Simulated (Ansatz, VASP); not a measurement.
Two plane-wave programs on Al

```
CELL_PARAMETERS angstrom
-1.58740 1.57877 1.56004
1.63299 -1.57252 1.59939
1.56390 1.54903 -1.55379
ATOMIC_POSITIONS crystal
Al 0.00000 0.00000 0.00000
```

Alike in both runs: task single point; functional LDA; k mesh 9 × 8 × 9; occupations fermi-dirac, width 0.1 eV; no spin polarisation.

|  | VASP | Ansatz |
| --- | --- | --- |
| version | VASP 6.6.1 | Ansatz 0.2.0 |
| potentials or method | VASP PAW LDA potentials, release 64 (Al), cutoff 520 eV | plane waves, PAW |
| valence electrons in the cell | 3 | 3 |

Ansatz gave:

| Property | Result |
| --- | --- |
| pressure (GPa) | 2.2 |
| traceless stress, the component that is largest in VASP (GPa) | -1.35 |

Q: Estimate VASP's values.

A: Pressure (GPa): 2.3; traceless stress, the component that is largest in VASP (GPa): -1.35.

LDA's correlation is that of Perdew and Zunger in VASP and of Perdew and Wang (1992) in Ansatz. Ansatz's warnings: stress scf threshold loose.
